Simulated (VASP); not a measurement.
Here is a VASP 6.6.1 calculation.

INCAR

```
PREC     = Accurate       # precision mode
ENCUT    = 500            # plane-wave cutoff, eV
EDIFF    = 1E-6           # SCF threshold, eV
ISMEAR   = 0              # smearing method
SIGMA    = 0.01           # smearing width, eV
LREAL    = False          # projectors in reciprocal space
LASPH    = True           # aspherical terms in the spheres
NELM     = 200            # most SCF steps
ALGO     = Normal         # electronic algorithm
ISIF     = 2              # what is computed and relaxed
LWAVE    = False          # write WAVECAR
LCHARG   = False          # write CHGCAR
MAGMOM   = 0 0 0 0 0 0 0 0 0 0 0 0 0 0 0 0 0 0 0 0 0 0 0 0 # initial moments
LORBIT   = 11             # projections on sites
LSORBIT  = True           # spin-orbit coupling
GGA_COMPAT= False        
LORBMOM  = True         
GGA      = PE             # functional
NBANDS   = 70             # bands
KPAR     = 4
```

The input KPOINTS:

```
regular mesh
0
Gamma
  6 6 6
```

Contents of POSCAR:

```
CdSiP2
1.0
   -2.8468551885      2.8468551885      5.2420618343
    2.8468551885     -2.8468551885      5.2420618343
    2.8468551885      2.8468551885     -5.2420618343
Cd Si P
2 2 4
Direct
    0.7500000000      0.2500000000      0.5000000000
    0.0000000000      0.0000000000      0.0000000000
    0.5000000000      0.5000000000      0.0000000000
    0.2500000000      0.7500000000      0.5000000000
    0.8750000000      0.8288409815      0.4538409815
    0.1711590185      0.6250000000      0.0461590185
    0.3750000000      0.4211590185      0.5461590185
    0.5788409815      0.1250000000      0.9538409815
```

Potentials or basis: VASP PAW PBE potentials, release 64 (Cd, Si, P).

Command:

```sh
$ cat potpaw_PBE.64/Cd/POTCAR potpaw_PBE.64/Si/POTCAR potpaw_PBE.64/P/POTCAR > POTCAR
$ mpirun -np 4 vasp_ncl > vasp.out
```

Problem. Estimate the largest force.

Solution. 0.026 eV/Å.

Problem. What does it give for the pressure?

Solution. 1.6 GPa.

Forces on the atoms (eV/Å):
```
Cd   0.000  0.000  0.000
Cd   0.000  0.000  0.000
Si   0.000  0.000  0.000
Si   0.000  0.000  0.000
P    0.026  0.000  0.000
P    0.000 -0.026  0.000
P   -0.026  0.000  0.000
P    0.000  0.026  0.000
```
